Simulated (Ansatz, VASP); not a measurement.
## AlGa2As3: VASP beside Ansatz

```xyz
6
Lattice="3.3176 0.0000 0.0000 0.0000 3.3176 0.0000 0.0000 0.0000 11.0829" Properties=species:S:1:pos:R:3 pbc="T T T"
Al    1.6588    1.6588    0.0000
Ga    1.6588    1.6588    3.8315
Ga    1.6588    1.6588    7.2514
As    0.0000    0.0000    9.7046
As    0.0000    0.0000    1.3782
As    0.0000    0.0000    5.5414
```

Change from the starting cell: species swapped into the Li3Tl2Cd type (P4/mmm, No. 123).

Alike in both runs: functional PBE; k mesh 6 × 6 × 2; occupations gaussian, width 0.1 eV; no spin polarisation.

Ansatz relaxed the structure, and its values are those at the end. VASP's run is a single point on that final structure, the one shown.

|  | VASP | Ansatz |
| --- | --- | --- |
| version | VASP 6.6.1 | Ansatz 0.2.0 |
| potentials or method | VASP PAW PBE potentials, release 64 (Al, Ga_d, As), cutoff 520 eV | scalar-relativistic, plane waves, PAW |
| valence electrons in the cell | 44 | 74 |

|  | VASP | Ansatz | Ansatz less VASP |
| --- | --- | --- | --- |
| gap on the k mesh at the Fermi level (eV) | none | none | - |
| pressure (GPa) | 0.1 | 0.0 | -0.14 |
| rms of the force components (eV/Å) | 0.011 | 0.007 | -0.0039 |

A gap of «none» marks a metal or a gap that the smearing closes. VASP's potentials hold 44 valence electrons a cell and Ansatz's 74, so a difference there can come from the potentials and not from the codes.
